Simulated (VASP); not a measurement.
# Al2Cu3 (R-3m) in VASP: a series of runs, part 2 of 3

VASP 6.6.1. Earlier steps stand in the parts before.

## (3) Single point, PBE

This run uses another cell than the first one, of 13.91 Å³/atom.

INCAR reads:

```
SYSTEM = Al2Cu3
  PREC = Accurate
  ENCUT = 520
  EDIFF = 1E-6
  ISMEAR = 0
  SIGMA = 0.1
  LREAL = .False.
  LASPH = .True.
  NELM = 100
  ALGO = Normal
  ISIF = 2
  LWAVE = .False.
  LCHARG = .False.
  GGA = PE
  NBANDS = 28
```

KPOINTS reads:

```
regular mesh
0
Gamma
  6 6 6
  0 0 0
```

POSCAR reads:

```
Al2Cu3
1.0
    2.1427695500      1.2371285700      4.3739100200
   -2.1427695500      1.2371285700      4.3739100200
    0.0000000000     -2.4742571500      4.3739100200
Al Cu
2 3
Direct
    0.9000000000      0.9000000000      0.9000000000
    0.1000000000      0.1000000000      0.1000000000
    0.3000000000      0.3000000000      0.3000000000
    0.7000000000      0.7000000000      0.7000000000
    0.5000000000      0.5000000000      0.5000000000
```

Potentials or basis: VASP PAW PBE potentials, release 64 (Al, Cu).

Command:

```console
$ cat potpaw_PBE.64/Al/POTCAR potpaw_PBE.64/Cu/POTCAR > POTCAR
$ mpirun -np 1 vasp_std > vasp.out
```

OUTCAR:

```text
SYSTEM = Al2Cu3
   PREC = Accurate
   ENCUT = 520
   EDIFF = 1E-6
   ISMEAR = 0
   LREAL = .False.
   LASPH = .True.
   NELM = 100
   ISIF = 2
   GGA = PE

 ion  position               nearest neighbor table
   1  0.900  0.900  0.900-   5 2.62   3 2.62   4 2.62   2 2.62   5 2.62   5 2.62   3 2.62   3 2.62
                             2 3.03   4 3.03   2 3.03   2 3.03   4 3.03   4 3.03
   2  0.100  0.100  0.100-   4 2.62   5 2.62   3 2.62   1 2.62   4 2.62   4 2.62   5 2.62   5 2.62
                             1 3.03   3 3.03   1 3.03   1 3.03   3 3.03   3 3.03
   3  0.300  0.300  0.300-   1 2.62   4 2.62   2 2.62   5 2.62   1 2.62   1 2.62   4 2.62   4 2.62
                             2 3.03   2 3.03   2 3.03
   4  0.700  0.700  0.700-   2 2.62   3 2.62   1 2.62   5 2.62   2 2.62   2 2.62   3 2.62   3 2.62
                             1 3.03   1 3.03   1 3.03
   5  0.500  0.500  0.500-   2 2.62   1 2.62   4 2.62   3 2.62   2 2.62   2 2.62   1 2.62   1 2.62

  LATTYP: Found a trigonal (rhomboedric) cell.
 ALAT       =     5.0252400247
 COS(alpha) =     0.6363636351

  Lattice vectors:

 A1 = (   2.1427695500,   1.2371285700,   4.3739100200)
 A2 = (  -2.1427695500,   1.2371285700,   4.3739100200)
 A3 = (   0.0000000000,  -2.4742571500,   4.3739100200)

Analysis of symmetry for initial positions (statically):
=====================================================================
 Subroutine PRICEL returns:
 Original cell was already a primitive cell.

 Routine SETGRP: Setting up the symmetry group for a
 trigonal (rhombohedral) supercell.

 Subroutine GETGRP returns: Found 12 space group operations
 (whereof 12 operations were pure point group operations)
 out of a pool of 12 trial point group operations.

The static configuration has the point symmetry D_3d.

Analysis of symmetry for dynamics (positions and initial velocities):
=====================================================================
 Subroutine PRICEL returns:
 Original cell was already a primitive cell.

 Routine SETGRP: Setting up the symmetry group for a
 trigonal (rhombohedral) supercell.

[... 134 lines left out ...]
   LORBIT       =      0    0 simple, 1 ext, 2 COOP (PROOUT), +10 PAW based schemes
   GGA     = PE    functional components
   LHFCALC =     F    Hartree Fock is set to
   AEXX    =    0.0000 exact exchange contribution
   IVDW    =     0    specifies the selected vdW correction
   LEPSILON=     F    determine dielectric tensor
   LRPA    =     F    only Hartree local field effects (RPA)
 non-spin polarized calculation
 Gauss-broadening in eV      SIGMA  =   0.10
  energy-cutoff  :      520.00
  volume of cell :       69.57
 maximum number of plane-waves:      1892
 NGX is ok and might be reduce to    40
   NGX = 19   NGY = 19   NGZ = 19

 number of electron      39.0000028 magnetization

 Free energy of the ion-electron system (eV)
  ---------------------------------------------------
  ext. energy  EPLUGINS =         0.00000000
  ---------------------------------------------------
  free energy    TOTEN  =       -19.40906940 eV

  energy without entropy =      -19.40262731  energy(sigma->0) =      -19.40584836

 E-fermi :   8.0422     XC(G=0): -11.4427

 val. band max:        8.0227416185   @ k =   0.5000   0.3333   0.3333
 cond. band min:       8.0485176015   @ k =   0.5000   0.0000   0.0000
 fundamental gap:      0.0257759830
 Fermi energy:         8.0422178567

 k-point     1 :       0.0000    0.0000    0.0000
  band No.  band energies     occupation
      1      -2.5995      2.00000
      2       3.0163      2.00000
      3       3.4348      2.00000
      4       3.4348      2.00000
      5       3.7128      2.00000
      6       3.7128      2.00000
[... 733 lines left out ...]
     27      16.1201      0.00000
     28      17.0432      0.00000

 [... further k-points ...]

------------------------ aborting loop because EDIFF is reached ----------------------------------------

  FORCE on cell =-STRESS in cart. coord.  units (eV):
  Direction    XX          YY          ZZ          XY          YZ          ZX
  --------------------------------------------------------------------------------------
  -------------------------------------------------------------------------------------
  Total       -3.5020345     -3.5020345     -1.6212191      0.0000000      0.0000000      0.0000000
  in kB      -80.6528296    -80.6528292    -37.3371274      0.0000000      0.0000000      0.0000000
  external PRESSURE =     -66.2142621 kB  Pullay stress =       0.0000000 kB

 VOLUME and BASIS-vectors are now :
 -----------------------------------------------------------------------------
  energy-cutoff  :      520.00
  volume of cell :       69.57
      direct lattice vectors                 reciprocal lattice vectors
     2.142769550  1.237128570  4.373910020     0.233342872  0.134720570  0.076209463
    -2.142769550  1.237128570  4.373910020    -0.233342872  0.134720570  0.076209463
     0.000000000 -2.474257150  4.373910020     0.000000000 -0.269441140  0.076209463

 POSITION                                       TOTAL-FORCE (eV/Angst)
 -----------------------------------------------------------------------------------
      0.00000     -0.00000     11.80956        -0.000000      0.000000     -0.436165
      0.00000     -0.00000      1.31217        -0.000000     -0.000000      0.436165
      0.00000     -0.00000      3.93652        -0.000000     -0.000000      0.040641
      0.00000     -0.00000      9.18521        -0.000000      0.000000     -0.040641
      0.00000     -0.00000      6.56087         0.000000      0.000000      0.000000
 -----------------------------------------------------------------------------------
    total drift:                                0.000000      0.000000     -0.000000

  FREE ENERGIE OF THE ION-ELECTRON SYSTEM (eV)
  ---------------------------------------------------
  free  energy   TOTEN  =       -19.4090693982 eV

  energy  without entropy=      -19.4026273137  energy(sigma->0) =      -19.40584836
```

It took 3.3 min on 1 thread of Intel Xeon Platinum 8375C at 2.90GHz (Ice Lake), shared host; peak memory 0.25 GiB.

What came out:

| Property | Result |
| --- | --- |
| Free energy | -19.4091 eV |
| Pressure | -6.6 GPa |
| Largest force | 0.436 eV/Å |
| Band gap on the k mesh | zero (an odd number of electrons rules out a gap without spin polarisation) |

Forces in eV/Å, atoms in the order of the input:
```
Al   0.000  0.000 -0.436
Al   0.000  0.000  0.436
Cu   0.000  0.000  0.041
Cu   0.000  0.000 -0.041
Cu   0.000  0.000  0.000
```

Stress tensor (GPa, compression positive):
```
-8.07  0.00  0.00
 0.00 -8.07  0.00
 0.00  0.00 -3.73
```

Caveat: the cell stands under tension.

## (4) Relaxation of cell and atoms, PBE

This run uses another cell than the first one, of 13.91 Å³/atom.

INCAR reads:

```
PREC = Accurate
ENCUT = 600
EDIFF = 1E-6
ISMEAR = 0
SIGMA = 0.1
LREAL = False
LASPH = True
NELM = 80
ALGO = Fast
ISIF = 3
LWAVE = False
LCHARG = False
GGA = PE
IBRION = 2
NSW = 90
EDIFFG = -0.04
```

KPOINTS reads:

```
Automatic mesh
0
Gamma
  6 6 6
```

POSCAR is that of step 3.

Command:

```console
$ cat potpaw_PBE.64/Al/POTCAR potpaw_PBE.64/Cu/POTCAR > POTCAR
$ mpirun -np 1 vasp_std > vasp.out
```

Run time: 16 min. Hardware: 1 thread of Intel Xeon Platinum 8375C at 2.90GHz (Ice Lake), shared host; peak memory 0.28 GiB.

The run converged. Its results:

* Free energy: -19.5375 eV
* Relaxed volume: 13.06 Å³/atom
* Relaxed cell: a = 4.958 Å, b = 4.958 Å, c = 4.958 Å, α = 49.75°, β = 49.75°, γ = 49.75°
* Space group after relaxing (to 0.1 Å): R-3m (No. 166)
* Energy gained by relaxing: 25.6 meV/atom
* Ionic steps: 8
* Pressure after relaxing: -0.1 GPa
* Largest force after relaxing: 0.036 eV/Å
* Band gap on the k mesh: zero (an odd number of electrons rules out a gap without spin polarisation)

Forces on the atoms (eV/Å):
```
Al   0.000  0.000 -0.003
Al   0.000  0.000  0.003
Cu   0.000  0.000  0.036
Cu   0.000  0.000 -0.036
Cu   0.000  0.000  0.000
```

Stress tensor (GPa, compression positive):
```
-0.18  0.00  0.00
 0.00 -0.18  0.00
 0.00  0.00 -0.08
```

The path:
```
step  energy change (eV)  largest force (eV/Å)  pressure (GPa)  volume (Å³)
   1              0.0000                0.4360           -7.44        69.57
   2             -0.0996                0.1865            4.21        63.26
   3             -0.1198                0.2745            0.15        65.09
   4             -0.1199                0.2673            0.56        64.93
   5             -0.1265                0.1027            0.24        65.10
   6             -0.1271                0.0538            0.09        65.18
   7             -0.1280                0.0426           -0.03        65.26
   8             -0.1281                0.0363           -0.15        65.30
```

Final structure:
```
Al Cu
1.0
     2.08556    1.20410    4.33389
    -2.08556    1.20410    4.33389
     0.00000   -2.40819    4.33389
Al Cu
2 3
Direct
  0.89708 0.89708 0.89708
  0.10292 0.10292 0.10292
  0.30075 0.30075 0.30075
  0.69925 0.69925 0.69925
  0.50000 0.50000 0.50000
```

Levels at points of the mesh, in eV from the Fermi level:
```csv
k point,band 16,band 17,band 18,band 19,band 20,band 21,band 22,band 23
"(0.00, 0.00, 0.00)",-3.05,-2.31,-0.76,1.62,1.62,1.82,1.82,2.92
"(0.50, 0.00, 0.00)",-3.12,-3.12,-2.96,-0.08,0.14,0.29,1.01,1.92
"(0.50, 0.50, 0.00)",-3.04,-3.01,-3.01,-2.59,-2.10,0.45,5.08,5.67
"(0.50, 0.50, 0.50)",-3.14,-2.99,0.87,0.87,1.60,1.65,1.65,4.20
```

## (5) Single point, PBE

INCAR reads:

```
PREC = Accurate
ENCUT = 520
EDIFF = 1E-7
ISMEAR = 0
SIGMA = 0.1
LREAL = F
LASPH = T
NELM = 60
ALGO = Fast
ISIF = 2
LWAVE = F
LCHARG = F
GGA = PE
NBANDS = 28
```

KPOINTS reads:

```
Automatic mesh
0
Gamma
  12 12 12
```

POSCAR reads:

```
Al2Cu3
1.0
    2.0839596693      1.2031746760      4.3319794125
   -2.0839596693      1.2031746760      4.3319794125
    0.0000000000     -2.4063493521      4.3319794125
Al Cu
2 3
Direct
    0.8969959021      0.8969959021      0.8969959021
    0.1030040979      0.1030040979      0.1030040979
    0.3014438347      0.3014438347      0.3014438347
    0.6985561653      0.6985561653      0.6985561653
    0.5000000000      0.5000000000      0.5000000000
```

Command:

```console
$ cat potpaw_PBE.64/Al/POTCAR potpaw_PBE.64/Cu/POTCAR > POTCAR
$ mpirun -np 1 vasp_std > vasp.out
```

Run time: 22 min. Hardware: 1 thread of Intel Xeon Platinum 8375C at 2.90GHz (Ice Lake), shared host; peak memory 0.44 GiB.

It converged, with:

```yaml
Free_energy: -19.5292 eV
Pressure: 0.2 GPa
Largest_force: 0.004 eV/Å
Band_gap_on_the_k_mesh: zero (an odd number of electrons rules out a gap without spin polarisation)
```

Forces on the atoms (eV/Å):
```
Al   0.000  0.000  0.003
Al   0.000  0.000 -0.003
Cu   0.000  0.000  0.004
Cu   0.000  0.000 -0.004
Cu   0.000  0.000  0.000
```

Levels at points of the mesh, in eV from the Fermi level:
```
           k point  band 16  band 17  band 18  band 19  band 20  band 21  band 22  band 23  band 24  band 25
(0.00, 0.00, 0.00)    -3.02    -2.29    -0.71     1.66     1.66     1.85     1.85     2.96     3.00     4.07
(0.50, 0.00, 0.00)    -3.08    -3.08    -2.92    -0.05     0.16     0.32     1.04     1.96     3.54     3.94
(0.50, 0.50, 0.00)    -3.00    -2.99    -2.97    -2.55    -2.07     0.49     5.08     5.70     5.71     6.30
(0.50, 0.50, 0.50)    -3.11    -2.95     0.90     0.90     1.64     1.69     1.69     4.24     4.70     4.74
```

[end of part 2 of 3]

The gap in the log of VASP goes by the Fermi energy; the results here count the filled bands.